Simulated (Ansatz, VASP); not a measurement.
**Au in VASP and in Ansatz**

```
CELL_PARAMETERS angstrom
2.82003 0.00000 0.00000
-1.41002 2.51700 0.00000
0.00000 0.00000 24.60136
ATOMIC_POSITIONS crystal
Au 0.66386 0.32773 0.30486
Au 0.33614 0.67227 0.40243
Au 0.66386 0.32773 0.50000
Au 0.33614 0.67227 0.59757
Au 0.66386 0.32773 0.69514
```

Alike in both runs: task single point; functional PBEsol; k mesh 14 × 14 × 1; occupations fermi-dirac, width 0.025 eV; no spin polarisation.

|  | VASP | Ansatz |
| --- | --- | --- |
| version | VASP 6.6.1 | Ansatz 0.2.0 |
| potentials or method | VASP PAW PBE potentials, release 64 (Au), cutoff 520 eV | scalar-relativistic, plane waves, PAW |
| valence electrons in the cell | 55 | 95 |

|  | VASP | Ansatz | Ansatz less VASP |
| --- | --- | --- | --- |
| gap on the k mesh at the Fermi level (eV) | none | none | - |
| rms of the force components (eV/Å) | 0.047 | 0.048 | +0.0011 |

VASP's potentials were made for PBE, not for PBEsol. Atom by atom the forces differ by 0.003 eV/Å (rms over components). A gap of «none» marks a metal or a gap that the smearing closes. The functional is the same, so the differences come from potentials, cutoffs and numerics. VASP's potentials hold 55 valence electrons a cell and Ansatz's 95, so a difference there can come from the potentials and not from the codes.

Spin-orbit coupling is off throughout.
